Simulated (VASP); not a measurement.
Here is a VASP 6.6.1 calculation.

Contents of POSCAR:

```
TeAs2
1.0
    1.9213671378      1.1093018342      5.6425739191
   -1.9213671378      1.1093018342      5.6425739191
    0.0000000000     -2.2186036684      5.6425739191
Te As
1 2
Direct
    0.0000000000      0.0000000000      0.0000000000
    0.7857557739      0.7857557739      0.7857557739
    0.2142442261      0.2142442261      0.2142442261
```

File INCAR.step1:

```
SYSTEM = TeAs2
PREC = Accurate ; ENCUT = 520
ISMEAR = 0 ; SIGMA = 0.1
LREAL = .FALSE. ; LASPH = .TRUE.
NELM = 100 ; NBANDS = 15
GGA = PE ; ALGO = Normal
EDIFF = 1E-4 ; LWAVE = .TRUE.
LCHARG = .FALSE.
```

INCAR.step2

```
SYSTEM = TeAs2
PREC = Accurate ; ENCUT = 520
EDIFF = 1E-6 ; ISMEAR = 0
SIGMA = 0.1 ; LREAL = .FALSE.
LASPH = .TRUE. ; NELM = 100
ALGO = Normal ; ISIF = 2
LWAVE = .FALSE. ; LCHARG = .FALSE.
METAGGA = R2SCAN ; LMIXTAU = .TRUE.
NBANDS = 15 ; ISTART = 1
```

KPOINTS

```
regular mesh
0
G
  12 12 12
  0 0 0
```

Potentials or basis: VASP PAW PBE potentials, release 64 (Te, As).

Launch:

```sh
$ cat potpaw_PBE.64/Te/POTCAR potpaw_PBE.64/As/POTCAR > POTCAR
$ cp INCAR.step1 INCAR
$ mpirun -np 1 vasp_std > vasp.out
$ cp INCAR.step2 INCAR
$ mpirun -np 1 vasp_std > vasp.out
```

**Question.** Predict the pressure.

**Answer.** -0.1 GPa.

**Question.** What does it give for the band gap on the k mesh?

**Answer.** Zero (bands 8 and 9 overlap by 2.21 eV).

Forces on the atoms (eV/Å):
```
Te   0.000  0.000  0.000
As   0.000  0.000 -0.003
As   0.000  0.000  0.003
```

Caveat: the PAW data sets were made with another functional, which shifts forces and pressure a little; spin-orbit coupling is left out, which moves the levels of the heavy elements.
